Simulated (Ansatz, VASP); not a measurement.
**S in VASP and in Ansatz**

INCAR

```
PREC     = Accurate       # precision mode
ENCUT    = 520            # plane-wave cutoff, eV
EDIFF    = 1E-6           # SCF threshold, eV
ISMEAR   = -1             # smearing method
SIGMA    = 0.03           # smearing width, eV
LREAL    = F              # projectors in reciprocal space
LASPH    = T              # aspherical terms in the spheres
NELM     = 60             # most SCF steps
ALGO     = Normal         # electronic algorithm
ISIF     = 2              # what is computed and relaxed
LWAVE    = F              # write WAVECAR
LCHARG   = F              # write CHGCAR
GGA      = PE             # functional
NBANDS   = 9              # bands
```

Contents of KPOINTS:

```
Automatic mesh
0
Gamma
  16 16 16
```

POSCAR

```
S
1.0
    0.0000000000      1.9552371800      2.0737168471
    1.9552371800      0.0000000000      2.0737168471
    1.9552371800      1.9552371800      0.0000000000
S
1
Direct
    0.0000000000      0.0000000000      0.0000000000
```

Input for Ansatz:

```yaml
crystal:
  lattice:
    - [0.0, 1.95523718, 2.0737168471]
    - [1.95523718, 0.0, 2.0737168471]
    - [1.95523718, 1.95523718, 0.0]
  atoms:
    - { symbol: S, position: [0.0, 0.0, 0.0] }
kpoints:
  mp_grid: { grid: [16, 16, 16] }
scf:
  occupations: { method: fermi_dirac, width: 0.03 }
hamiltonian:
  xc: pbe
  pseudopotentials: { kind: all_electron, lapw: { basis_error: 0.001 } }
output:
  forces: true
  stress: true
  eigenvalues: true
```

Change from the starting cell: z stretched by +4 % at fixed volume.

Alike in both runs: task single point; functional PBE; k mesh 16 × 16 × 16; occupations fermi-dirac, width 0.03 eV; no spin polarisation.

|  | VASP | Ansatz |
| --- | --- | --- |
| version | VASP 6.6.1 | Ansatz 0.2.0 |
| potentials or method | VASP PAW PBE potentials, release 64 (S), cutoff 520 eV | all-electron LAPW, scalar-relativistic |

|  | VASP | Ansatz | Ansatz less VASP |
| --- | --- | --- | --- |
| pressure (GPa) | -0.1 | 0.1 | +0.22 |
| traceless stress, the component that is largest in VASP (GPa) | 2.86 | 2.86 | -0.001 |

Ansatz ran all-electron here, and VASP with PAW potentials.
